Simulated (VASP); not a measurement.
Runs of VASP 6.6.1 on BN (Qingsongite). It takes space group F-43m (No. 216, cubic). Conventional cell: a = 3.615 Å, b = 3.615 Å, c = 3.615 Å, α = 90.00°, β = 90.00°, γ = 90.00°. Within 2.1 Å of B (site symmetry -43m) lie 4 N at 1.57 Å. N (site symmetry -43m) has 4 B at 1.57 Å within 2.1 Å. 

```tsv
k mesh	gap on the mesh (eV)	pressure (GPa)
12 × 12 × 12	4.46	3.3
4 × 4 × 4	(a)	4.0
14 × 14 × 14	4.46	3.3
8 × 8 × 8	4.46	3.3
```

Alike in all rows: task single point; level PBE; potentials or basis VASP PAW PBE potentials, release 64 (B, N); no spin polarisation; cell as given; cutoff (eV) 520; smearing gaussian 0.01 eV.

Task: Estimate the missing entries.

Result: (a) 4.44.

Caveats: some runs use coarse meshes.

A k mesh can miss the band edges.
